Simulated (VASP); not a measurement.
# Zr8N9 (a cell with a defect) in VASP: single point with PBE

Aim: the single point of Zr8N9 (a cell with a defect) with PBE.

Program: VASP 6.6.1. These are calculated values, not measurements. Logs are shortened: lines on timing, memory, paths and dates and some standing lists are left out, and cuts for length are marked.

## Step 1: The cell of the first run

The cell holds a defect, 17 atoms: a = 6.498 Å, b = 6.498 Å, c = 6.498 Å, α = 60.00°, β = 60.00°, γ = 60.00°.

## Step 2: Single point, PBE

INCAR

```
SYSTEM = Zr8N9
PREC = Accurate
ENCUT = 520
EDIFF = 1E-6
ISMEAR = 0
SIGMA = 0.1
LREAL = Auto
LASPH = .True.
NELM = 80
ALGO = Fast
ISIF = 2
LWAVE = .False.
LCHARG = .False.
GGA = PE
NBANDS = 84
```

KPOINTS

```
regular mesh
0
Gamma
  4 4 4
  0 0 0
```

POSCAR

```
Zr8N9
1.0
    0.0000000000      4.5945978683     -4.5945978683
    4.5945978683      4.5945978683      0.0000000000
    4.5945978683      0.0000000000     -4.5945978683
Zr N
8 9
Direct
    0.2538165544      0.7499835892      0.2500192689
    0.2465686949      0.2494760222      0.2559771353
    0.7447713811      0.7499846774      0.2500192689
    0.7520427465      0.2504330157      0.2440742437
    0.2465459508      0.7559271996      0.7495714747
    0.2934096821      0.2499667072      0.7500361509
    0.7520193495      0.7440286610      0.7505260741
    0.7051801034      0.2499670337      0.7500366950
    0.4894070307      0.5032343561      0.0033035535
    0.4992935325     -0.0163883766      0.0163925118
    1.0026473768      0.5032341385      0.0033035535
    0.9992948527     -0.0311080543      0.0311104484
    0.4992949472      0.5163258174      0.4836768230
    0.5091821019     -0.0033001800      0.4967690460
    0.9992925674      0.5310322187      0.4689723806
    0.9959414580     -0.0033000712      0.4967687196
    0.9992955056      0.2501407159      0.7498612716
```

Potentials or basis: VASP PAW PBE potentials, release 64 (Zr_sv, N).

Launch:

```
$ cat potpaw_PBE.64/Zr_sv/POTCAR potpaw_PBE.64/N/POTCAR > POTCAR
$ mpirun -np 1 vasp_std > vasp.out
```

OUTCAR:

```text
SYSTEM = Zr8N9
   PREC = Accurate
   ENCUT = 520
   EDIFF = 1E-6
   ISMEAR = 0
   LREAL = Auto
   LASPH = .True.
   NELM = 80
   ISIF = 2
   GGA = PE

 ion  position               nearest neighbor table
   1  0.254  0.750  0.250-  12 2.18  15 2.18  10 2.20  13 2.20   9 2.27  16 2.27   3 3.19   2 3.24
                             7 3.24   4 3.24   5 3.24   5 3.26   4 3.26   7 3.26   2 3.26   6 3.26
   2  0.247  0.249  0.256-  11 2.28   9 2.28  15 2.28  16 2.31  14 2.31  10 2.32  17 2.78   6 3.14
                             8 3.14   5 3.21   3 3.24   1 3.24   4 3.25   4 3.25   1 3.26   3 3.26
   3  0.745  0.750  0.250-  12 2.18  15 2.18  10 2.20  13 2.20  14 2.27  11 2.27   1 3.19   2 3.24
                             7 3.24   4 3.24   5 3.24   5 3.26   4 3.26   7 3.26   2 3.26   8 3.26
   4  0.752  0.250  0.244-  16 2.28  14 2.28  12 2.28  11 2.31   9 2.31  13 2.32  17 2.78   6 3.14
                             8 3.14   7 3.21   1 3.24   3 3.24   2 3.25   2 3.25   3 3.26   1 3.26
   5  0.247  0.756  0.750-  11 2.28   9 2.28  12 2.28  16 2.31  14 2.31  13 2.32  17 2.78   6 3.14
                             8 3.14   2 3.21   1 3.24   3 3.24   7 3.25   7 3.25   3 3.26   1 3.26
   6  0.293  0.250  0.750-  17 1.91  10 2.19  13 2.19  14 2.34  11 2.34  15 2.64  12 2.64   8 2.68
                             7 3.14   2 3.14   5 3.14   4 3.14   1 3.26   1 3.26   4 3.37   5 3.37
   7  0.752  0.744  0.751-  16 2.28  14 2.28  15 2.28  11 2.31   9 2.31  10 2.32  17 2.78   6 3.14
                             8 3.14   4 3.21   3 3.24   1 3.24   5 3.25   5 3.25   1 3.26   3 3.26
   8  0.705  0.250  0.750-  17 1.91  10 2.19  13 2.19   9 2.34  16 2.34  15 2.64  12 2.64   6 2.68
                             7 3.14   2 3.14   5 3.14   4 3.14   3 3.26   3 3.26   4 3.37   5 3.37
   9  0.489  0.503  0.003-   1 2.27   5 2.28   2 2.28   7 2.31   4 2.31   8 2.34
  10  0.499  0.984  0.016-   6 2.19   8 2.19   3 2.20   1 2.20   2 2.32   7 2.32
  11  0.003  0.503  0.003-   3 2.27   5 2.28   2 2.28   7 2.31   4 2.31   6 2.34
  12  0.999  0.969  0.031-   1 2.18   3 2.18   5 2.28   4 2.28   8 2.64   6 2.64
  13  0.499  0.516  0.484-   6 2.19   8 2.19   3 2.20   1 2.20   4 2.32   5 2.32
  14  0.509  0.997  0.497-   3 2.27   4 2.28   7 2.28   2 2.31   5 2.31   6 2.34
  15  0.999  0.531  0.469-   3 2.18   1 2.18   7 2.28   2 2.28   8 2.64   6 2.64
  16  0.996  0.997  0.497-   1 2.27   4 2.28   7 2.28   2 2.31   5 2.31   8 2.34
  17  0.999  0.250  0.750-   8 1.91   6 1.91   2 2.78   7 2.78   5 2.78   4 2.78

  LATTYP: Found a face centered cubic cell.
 ALAT       =     9.1891957366

  Lattice vectors:

 A1 = (   0.0000000000,   4.5945978683,  -4.5945978683)
 A2 = (   4.5945978683,   4.5945978683,   0.0000000000)
 A3 = (   4.5945978683,   0.0000000000,  -4.5945978683)

Analysis of symmetry for initial positions (statically):
=====================================================================
 Subroutine PRICEL returns:
 Original cell was already a primitive cell.

 Routine SETGRP: Setting up the symmetry group for a
 face centered cubic supercell.

 Subroutine GETGRP returns: Found  4 space group operations
 (whereof  2 operations were pure point group operations)
 out of a pool of 48 trial point group operations.

The static configuration has the point symmetry C_1h.
 The point group associated with its full space group is C_2v.

Analysis of symmetry for dynamics (positions and initial velocities):
=====================================================================
 Subroutine PRICEL returns:
 Original cell was already a primitive cell.

 Routine SETGRP: Setting up the symmetry group for a
 face centered cubic supercell.

 Subroutine GETGRP returns: Found  4 space group operations
 (whereof  2 operations were pure point group operations)
 out of a pool of 48 trial point group operations.

The dynamic configuration has the point symmetry C_1h.
 The point group associated with its full space group is C_2v.

 Subroutine INISYM returns: Found  4 space group operations
 (whereof  2 operations are pure point group operations),
 and found     1 'primitive' translations

----------------------------------------------------------------------------------------

                                     Primitive cell

  volume of cell :     193.9870

  direct lattice vectors                    reciprocal lattice vectors
     0.000000000  4.594597868 -4.594597868    -0.108823452  0.108823452 -0.108823452
     4.594597868  4.594597868  0.000000000     0.108823452  0.108823452  0.108823452
     4.594597868  0.000000000 -4.594597868     0.108823452 -0.108823452 -0.108823452

  length of vectors
     6.497742619  6.497742619  6.497742619     0.188487748  0.188487748  0.188487748

  position of ions in fractional coordinates (direct lattice)
     0.253816554  0.749983589  0.250019269
     0.246568695  0.249476022  0.255977135
     0.744771381  0.749984677  0.250019269
     0.752042747  0.250433016  0.244074244
     0.246545951  0.755927200  0.749571475
     0.293409682  0.249966707  0.750036151
[... 9 lines left out ...]
     0.995941458  0.996699929  0.496768720
     0.999295506  0.250140716  0.749861272

  ion indices of the primitive-cell ions
   primitive index   ion index
                 1           1
                 2           2
                 3           3
                 4           4
                 5           5
                 6           6
[... 9 lines left out ...]
                16          16
                17          17

----------------------------------------------------------------------------------------

 KPOINTS: regular mesh

Automatic generation of k-mesh.
 Grid dimensions read from file:
 generate k-points for:    4    4    4

 Generating k-lattice:

  Cartesian coordinates                     Fractional coordinates (reciprocal lattice)
    -0.027205863  0.027205863 -0.027205863     0.250000000  0.000000000  0.000000000
     0.027205863  0.027205863  0.027205863     0.000000000  0.250000000  0.000000000
     0.027205863 -0.027205863 -0.027205863     0.000000000  0.000000000  0.250000000

  Length of vectors
     0.047121937  0.047121937  0.047121937

  Shift w.r.t. Gamma in fractional coordinates (k-lattice)
     0.000000000  0.000000000  0.000000000

 Subroutine IBZKPT returns following result:
 ===========================================

 Found     18 irreducible k-points:

 Following reciprocal coordinates:
            Coordinates               Weight
  0.000000  0.000000  0.000000      1.000000
  0.250000  0.000000  0.000000      4.000000
  0.000000  0.250000  0.000000      4.000000
  0.500000  0.000000  0.000000      2.000000
  0.000000  0.500000  0.000000      2.000000
  0.250000  0.250000  0.000000      4.000000
[... 10 lines left out ...]
 -0.250000  0.500000  0.250000      4.000000
  0.500000  0.250000 -0.250000      2.000000
   k-points           NKPTS =     18   k-points in BZ     NKDIM =     18   number of bands    NBANDS=     84
   number of dos      NEDOS =    301   number of ions     NIONS =     17
   total plane-waves  NPLWV = 110592
   dimension x,y,z NGX =    48 NGY =   48 NGZ =   48
   dimension x,y,z NGXF=    96 NGYF=   96 NGZF=   96
   ions per type =               8   9
   NGX,Y,Z   is equivalent  to a cutoff of  12.28, 12.28, 12.28 a.u.
   NGXF,Y,Z  is equivalent  to a cutoff of  24.56, 24.56, 24.56 a.u.
 SYSTEM =  Zr8N9
   PREC   = accura    normal or accurate (medium, high low for compatibility)
   ISTART =      0    job   : 0-new  1-cont  2-samecut
   ICHARG =      2    charge: 1-file 2-atom 10-const
   ISPIN  =      1    spin polarized calculation?
   LNONCOLLINEAR =      F non collinear calculations
   LSORBIT =      F    spin-orbit coupling
   LASPH  =      T    aspherical Exc in radial PAW
   ENCUT  =  520.0 eV  38.22 Ry    6.18 a.u.  12.08 12.08 12.08*2*pi/ulx,y,z
   NELM   =     80;   NELMIN=  2; NELMDL= -5     # of ELM steps
   EDIFF  = 0.1E-05   stopping-criterion for ELM
   LREAL  =      T    real-space projection
   EDIFFG = 0.1E-04   stopping-criterion for IOM
   NSW    =      0    number of steps for IOM
   IBRION =     -1    ionic relax: 0-MD 1-quasi-New 2-CG
   NFREE  =      0    steps in history (QN), initial steepest desc. (CG)
   ISIF   =      2    stress and relaxation
   ISYM   =      2    0-nonsym 1-usesym 2-fastsym
   POTIM  = 0.5000    time-step for ionic-motion
   TEBEG  =    0.0;   TEEND  =   0.0 temperature during run
   PSTRESS=    0.0 pullay stress
   NELECT =     141.0000    total number of electrons
   NUPDOWN=      -1.0000    fix difference up-down
   EMIN   =  10.00;   EMAX   =-10.00  energy-range for DOS
   EFERMI =   0.00;   METHOD = LEGACY
   ISMEAR =     0;   SIGMA  =   0.10  broadening in eV -4-tet -1-fermi 0-gaus
   EFERMI_NEDOS =   21; number of points for ismear=-14 and -15
   IALGO  =     68    algorithm
   IMIX   =      4    mixing-type and parameters
     AMIX     =   0.40;   BMIX     =  1.00
     AMIX_MAG =   1.60;   BMIX_MAG =  1.00
  volume/ion in A,a.u.               =      11.41        77.01
  Fermi-wavevector in a.u.,A,eV,Ry     =   1.471941  2.781565 29.478518  2.166610
  Thomas-Fermi vector in A             =   2.587016
   LORBIT       =      0    0 simple, 1 ext, 2 COOP (PROOUT), +10 PAW based schemes
   GGA     = PE    functional components
   LHFCALC =     F    Hartree Fock is set to
   AEXX    =    0.0000 exact exchange contribution
   IVDW    =     0    specifies the selected vdW correction
   LEPSILON=     F    determine dielectric tensor
   LRPA    =     F    only Hartree local field effects (RPA)
 non-spin polarized calculation
 RMM-DIIS sequential band-by-band and
 Gauss-broadening in eV      SIGMA  =   0.10
  energy-cutoff  :      520.00
  volume of cell :      193.99
 maximum number of plane-waves:      5238
   NGX = 25   NGY = 25   NGZ = 25

 number of electron     140.9999996 magnetization

 Free energy of the ion-electron system (eV)
  ---------------------------------------------------
  ext. energy  EPLUGINS =         0.00000000
  ---------------------------------------------------
  free energy    TOTEN  =      -165.29781693 eV

  energy without entropy =     -165.27469507  energy(sigma->0) =     -165.28625600

 E-fermi :  12.1921     XC(G=0): -12.6364

 val. band max:       12.1645641482   @ k =   0.0000  -0.2500   0.2500
 cond. band min:      12.2034626716   @ k =   0.5000  -0.2500  -0.2500
 fundamental gap:      0.0388985234
 Fermi energy:        12.1921072999

 k-point     1 :       0.0000    0.0000    0.0000
  band No.  band energies     occupation
      1     -37.4381      2.00000
      2     -37.3529      2.00000
      3     -37.3523      2.00000
      4     -37.3091      2.00000
      5     -37.2122      2.00000
      6     -37.1859      2.00000
[... 74 lines left out ...]
     81      15.1252      0.00000
     82      15.2706      0.00000

 k-point     2 :       0.2500    0.0000    0.0000
  band No.  band energies     occupation
      1     -37.4224      2.00000
      2     -37.3610      2.00000
      3     -37.3460      2.00000
      4     -37.3155      2.00000
      5     -37.2112      2.00000
      6     -37.1928      2.00000
[... 74 lines left out ...]
     81      14.9637      0.00000
     82      15.1252      0.00000
[... 1273 lines left out ...]
     81      14.5406      0.00000
     82      14.6861      0.00000

 k-point    18 :       0.5000    0.2500   -0.2500
  band No.  band energies     occupation
      1     -37.3642      2.00000
      2     -37.3594      2.00000
      3     -37.3578      2.00000
      4     -37.3578      2.00000
      5     -37.2068      2.00000
      6     -37.1986      2.00000
[... 74 lines left out ...]
     81      14.6511      0.00000
     82      14.8418      0.00000
 [bands above 82 left out]

------------------------ aborting loop because EDIFF is reached ----------------------------------------

  FORCE on cell =-STRESS in cart. coord.  units (eV):
  Direction    XX          YY          ZZ          XY          YZ          ZX
  --------------------------------------------------------------------------------------
  -------------------------------------------------------------------------------------
  Total        6.8459033     24.3342058     24.3342058      0.0000000     -3.5974381      0.0000000
  in kB       56.5416955    200.9811110    200.9811110      0.0000000    -29.7119667      0.0000000
  external PRESSURE =     152.8346392 kB  Pullay stress =       0.0000000 kB

 VOLUME and BASIS-vectors are now :
 -----------------------------------------------------------------------------
  energy-cutoff  :      520.00
  volume of cell :      193.99
      direct lattice vectors                 reciprocal lattice vectors
     0.000000000  4.594597868 -4.594597868    -0.108823452  0.108823452 -0.108823452
     4.594597868  4.594597868  0.000000000     0.108823452  0.108823452  0.108823452
     4.594597868  0.000000000 -4.594597868     0.108823452 -0.108823452 -0.108823452

 POSITION                                       TOTAL-FORCE (eV/Angst)
 -----------------------------------------------------------------------------------
      4.59461      4.61206     -2.31492         0.000000      0.011009     -0.010106
      2.32235      2.27913     -2.30900         0.002900     -0.006044     -0.006044
      4.59462      6.86780     -4.57066        -0.000000     -0.010106      0.011009
      2.27206      4.60597     -4.57676        -0.003612      0.005713      0.005713
      6.91716      4.60596     -4.57676         0.003612      0.005713      0.005713
      4.59461      2.49660     -4.79421         0.000000      0.008030     -0.010901
[... 9 lines left out ...]
      6.86189      9.15539     -6.85840         0.004946     -0.004073      0.003981
      4.59461      5.74066     -8.03667         0.000000      0.015127      0.015127
 -----------------------------------------------------------------------------------
    total drift:                               -0.138348     -0.011602      0.010848

  FREE ENERGIE OF THE ION-ELECTRON SYSTEM (eV)
  ---------------------------------------------------
  free  energy   TOTEN  =      -165.2978169341 eV

  energy  without entropy=     -165.2746950748  energy(sigma->0) =     -165.28625600
```

Run time: 25 min. Hardware: 1 thread of Oxide Virtual Turin-like, shared host; peak memory 0.4 GiB.

Results:

```
Free energy            : -165.2978 eV
Pressure               : 15.3 GPa
Largest force          : 0.030 eV/Å
Band gap on the k mesh : zero (an odd number of electrons rules out a gap without spin polarisation)
```

Forces in eV/Å, atoms in the order of the input:
```
Zr   0.000  0.011 -0.010
Zr   0.003 -0.006 -0.006
Zr   0.000 -0.010  0.011
Zr  -0.004  0.006  0.006
Zr   0.004  0.006  0.006
Zr   0.000  0.008 -0.011
Zr  -0.003 -0.006 -0.006
Zr   0.000 -0.011  0.008
N   -0.005 -0.004  0.004
N    0.000 -0.001 -0.001
N   -0.005  0.004 -0.004
N    0.000 -0.021 -0.021
N    0.000  0.000  0.000
N    0.005  0.004 -0.004
N    0.000  0.009  0.009
N    0.005 -0.004  0.004
N    0.000  0.015  0.015
```

Levels at points of the mesh, in eV from the Fermi level:
```
           k point  band 68  band 69  band 70  band 71  band 72  band 73
(0.00, 0.00, 0.00)    -2.59    -1.88    -0.43    -0.38    -0.29     0.39
(0.50, 0.00, 0.00)    -1.29    -0.75    -0.42     0.02     0.10     0.54
(0.00, 0.50, 0.00)    -1.07    -0.60    -0.54    -0.53    -0.49     0.11
(0.50, 0.50, 0.00)    -1.85    -0.51     0.32     0.44     0.72     1.07
(0.00, 0.50, 0.50)    -1.40     0.20     0.46     0.51     0.76     1.02
```

The gap in the log of VASP goes by the Fermi energy; the results here count the filled bands.